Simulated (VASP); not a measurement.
A run of VASP 6.6.1 is set up as follows.

INCAR

```
SYSTEM = Ti
PREC = Accurate ; ENCUT = 520
EDIFF = 1E-8 ; ISMEAR = -1
SIGMA = 0.08 ; LREAL = .False.
LASPH = .True. ; NELM = 100
ALGO = Normal ; ISIF = 2
LWAVE = .False. ; LCHARG = .False.
GGA = PE ; LEFG = .True.
NBANDS = 19
```

The input KPOINTS:

```
regular mesh
0
Gamma
  13 13 7
  0 0 0
```

The input POSCAR:

```
Ti
1.0
    2.9499978604     -0.0294999786     -0.0294999786
   -1.5005466611      2.5695230775     -0.0107977416
   -0.0468600000     -0.0468600000      4.6860000000
Ti
2
Direct
    0.3333333333      0.6666666667      0.2500000000
    0.6666666667      0.3333333333      0.7500000000
```

Potentials or basis: VASP PAW PBE potentials, release 64 (Ti_sv).

Launch:

```bash
$ cat potpaw_PBE.64/Ti_sv/POTCAR > POTCAR
$ mpirun -np 1 vasp_std > vasp.out
```

(1) Predict the band gap on the k mesh.

(2) Estimate the pressure.

(3) Predict the largest force.

## Answers

(1) zero (bands 12 and 13 overlap by 1.07 eV).

(2) -1.8 GPa.

(3) 0.055 eV/Å.

Caveat: the cell differs from its parent crystal (equal xy, yz and zx shear strains of -2 %); without QUAD_EFG the Cq values of the log hold for a quadrupole moment of 1 mb, not for the nuclei.
